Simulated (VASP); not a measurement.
Write the native input for VASP 6.6.1 that does the following.

```yaml
Task: single point
Functional: PBE
Potentials_or_basis: VASP PAW PBE potentials, release 64 (Mn_pv, O)
Cutoff: 520 eV
k_mesh: 10 × 10 × 10
Occupations: gaussian, width 0.029 eV
Spin: collinear spin, ferromagnetic start
Starting_moments: "[4.0, 0.0] μB"
Dipole_correction: no
Further_INCAR_settings: ALGO = Normal; EDIFF = 1e-06; NBANDS = 20
```

The structure of MnO lies in POSCAR:

```
MnO
1.0
    0.0000000000      2.2239077028      2.2239077028
    2.2239077028      0.0000000000      2.2239077028
    2.2239077028      2.2239077028      0.0000000000
Mn O
1 1
Direct
    0.0000000000      0.0000000000      0.0000000000
    0.5000000000      0.5000000000      0.5000000000
```

The input as run:

INCAR

```
SYSTEM = MnO
  PREC = Accurate
  ENCUT = 520
  EDIFF = 1E-6
  ISMEAR = 0
  SIGMA = 0.028999999999999998
  LREAL = .False.
  LASPH = .True.
  NELM = 150
  ALGO = Normal
  ISIF = 2
  LWAVE = .False.
  LCHARG = .True.
  ISPIN = 2
  MAGMOM = 4 0
  LORBIT = 11
  LMAXMIX = 4
  GGA = PE
  LELF = .True.
  LVHAR = .True.
  NBANDS = 20
```

KPOINTS

```
Automatic mesh
0
Gamma
  10 10 10
  0 0 0
```

Potentials or basis: VASP PAW PBE potentials, release 64 (Mn_pv, O).

Launch:

```console
$ cat potpaw_PBE.64/Mn_pv/POTCAR potpaw_PBE.64/O/POTCAR > POTCAR
$ mpirun -np 1 vasp_std > vasp.out
```

It gave:

- Pressure: 0.4 GPa
- Net moment: 4.80 μB per cell
- Site moments: Mn +4.36; O +0.21 μB
- Valence electrons inside the program's atomic spheres: Mn 11.35; O 4.98

Caveat: a cell with one magnetic atom can't hold antiferromagnetic order, which such compounds often take.

Run time: 17 s on 1 thread of Intel(R) Xeon(R) Platinum 8559C (Emerald Rapids), with other jobs on the host, peak memory 0.16 GiB.
